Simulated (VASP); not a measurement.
Runs of VASP 6.6.1 on Rh. The structure is that of space group P6/mmm (No. 191), or close to it. The cells are those of the table. 

```csv
task,spin,cell,k mesh,cutoff (eV),gap on the mesh (eV),pressure (GPa),relaxed volume (Å³/atom)
single point,off,"a = 2.630, b = 2.630, c = 2.567 Å, angles 90.0, 90.0, 120.0°, 1 atom",8 × 8 × 6,520,none,(a),-
single point,off,"a = 2.638, b = 2.638, c = 2.543 Å, angles 90.0, 90.0, 120.0°, 1 atom",24 × 24 × 22,520,none,0.0,-
relaxation of cell and atoms,off,"relaxed from a = 2.630, b = 2.630, c = 2.567 Å, angles 90.0, 90.0, 120.0°, 1 atom",24 × 24 × 22,600,none,0.0,15.32
single point,"collinear, ferromagnetic start","a = 2.630, b = 2.630, c = 2.567 Å, angles 90.0, 90.0, 120.0°, 1 atom",6 × 6 × 6,520,none,1.3,-
single point,off,"a = 2.460, b = 2.460, c = 2.507 Å, angles 90.0, 90.0, 118.3°, 1 atom",8 × 8 × 6,520,none,44.9,-
relaxation of cell and atoms,off,"relaxed from a = 2.460, b = 2.460, c = 2.507 Å, angles 90.0, 90.0, 118.3°, 1 atom",8 × 8 × 6,600,none,0.0,(b)
```

Alike in all rows: level PBE; potentials or basis VASP PAW PBE potentials, release 64 (Rh_pv); smearing gaussian 0.1 eV.

Q: Fill in the values left out.

A: (a) -0.1; (b) 15.37.

Caveats: some runs use coarse meshes; the volume moved by over 15 % at a fixed basis, so the end points are rough (some runs).

A k mesh can miss the band edges, and the runs leave out spin-orbit coupling on Rh.

A gap of «none» marks levels without a gap at the run's occupations.
